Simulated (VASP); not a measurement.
Set up this calculation in VASP 6.6.1, as the native input.

```yaml
Task: single point
Functional: PBE
Potentials_or_basis: VASP PAW PBE potentials, release 64 (Al, As)
Cutoff: 500 eV
k_mesh: 6 × 6 × 6
Occupations: gaussian, width 0.01 eV
Spin: no spin polarisation
Dipole_correction: no
Further_INCAR_settings: ALGO = Normal; EDIFF = 1e-06; NBANDS = 11
```

The structure of AlAs lies in POSCAR:

```
AlAs
1.0
    0.0000000000      2.8921629469      2.8921629469
    2.8921629469      0.0000000000      2.8921629469
    2.8921629469      2.8921629469      0.0000000000
Al As
1 1
Direct
    0.0000000000      0.0000000000      0.0000000000
    0.2500000000      0.2500000000      0.2500000000
```

One way to write it, as run:

INCAR

```
  ALGO = Normal
  EDIFF = 1E-6
  ENCUT = 500
  GGA = PE
  GGA_COMPAT = F
  ISIF = 2
  ISMEAR = 0
  LASPH = T
  LCHARG = F
  LREAL = F
  LWAVE = F
  NBANDS = 11
  NELM = 120
  PREC = Accurate
  SIGMA = 0.01
```

KPOINTS

```
k-points
0
Gamma
  6 6 6
```

Potentials or basis: VASP PAW PBE potentials, release 64 (Al, As).

The run is started by

```console
$ cat potpaw_PBE.64/Al/POTCAR potpaw_PBE.64/As/POTCAR > POTCAR
$ mpirun -np 1 vasp_std > vasp.out
```

It gave:

```json
{
 "Pressure": "-1.7 GPa",
 "Band gap on the k mesh": "1.54 eV (least direct gap 1.55 eV)"
}
```

Wall time 9 s on 1 thread of Intel Xeon 8259CL, on a shared host, peak memory 0.16 GiB.
